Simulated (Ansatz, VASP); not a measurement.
## Rb in VASP and in Ansatz

```
CELL_PARAMETERS angstrom
0.00000 3.52618 3.52618
3.52618 0.00000 3.52618
3.52618 3.52618 0.00000
ATOMIC_POSITIONS crystal
Rb 0.00000 0.00000 0.00000
```

Alike in both runs: task single point; functional PBEsol; k mesh 10 × 10 × 10; occupations gaussian, width 0.1 eV; no spin polarisation.

|  | VASP | Ansatz |
| --- | --- | --- |
| version | VASP 6.6.1 | Ansatz 0.2.0 |
| potentials or method | VASP PAW PBE potentials, release 64 (Rb_sv), cutoff 520 eV | scalar-relativistic, plane waves, PAW |
| valence electrons in the cell | 9 | 9 |

|  | VASP | Ansatz | Ansatz less VASP |
| --- | --- | --- | --- |
| gap on the k mesh at the Fermi level (eV) | none | none | - |
| pressure (GPa) | 0.0 | 0.0 | 0.00 |

VASP's potentials were made for PBE, not for PBEsol. A gap of «none» marks a metal or a gap that the smearing closes.
